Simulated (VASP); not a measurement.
TiOs:

```xyz
2
Lattice="3.1100 0.0000 0.0000 0.0000 3.1100 0.0000 0.0000 0.0000 3.1100" Properties=species:S:1:pos:R:3 pbc="T T T"
Ti    0.0000    0.0000    0.0000
Os    1.5550    1.5550    1.5550
```

* Program: VASP 6.6.1
* Task: relaxation of cell and atoms
* Functional: LDA
* Potentials or basis: VASP PAW LDA potentials, release 64 (Ti_sv, Os)
* Cutoff: 600 eV
* k mesh: 7 × 7 × 7
* Occupations: fermi-dirac, width 0.05 eV
* Spin: no spin polarisation

At the start: pressure -15.8 GPa; volume 15.04 Å³/atom.

Question: How do energy, volume and symmetry change on relaxing?

Answer: Over 4 steps the energy falls by 49.2 meV/atom and the volume is 14.11 Å³/atom (-6.2 %); space group Pm-3m (No. 221, to 0.1 Å) before and after.

The path:
```csv
step,energy change (eV),largest force (eV/Å),pressure (GPa),volume (Å³)
1,0.0000,0.0000,-15.83,30.08
2,0.6136,0.0000,63.45,24.06
3,-0.0980,0.0000,-1.15,28.31
4,-0.0984,0.0000,-0.22,28.22
```

Final structure:
```cif
data_structure
_symmetry_space_group_name_H-M 'P 1'
_symmetry_Int_Tables_number 1
_cell_length_a 3.0444
_cell_length_b 3.0444
_cell_length_c 3.0444
_cell_angle_alpha 90.000
_cell_angle_beta 90.000
_cell_angle_gamma 90.000
_cell_volume 28.22
loop_
_atom_site_label
_atom_site_type_symbol
_atom_site_fract_x
_atom_site_fract_y
_atom_site_fract_z
_atom_site_occupancy
Ti1 Ti 0.00000 0.00000 0.00000 1
Os1 Os 0.50000 0.50000 0.50000 1
```
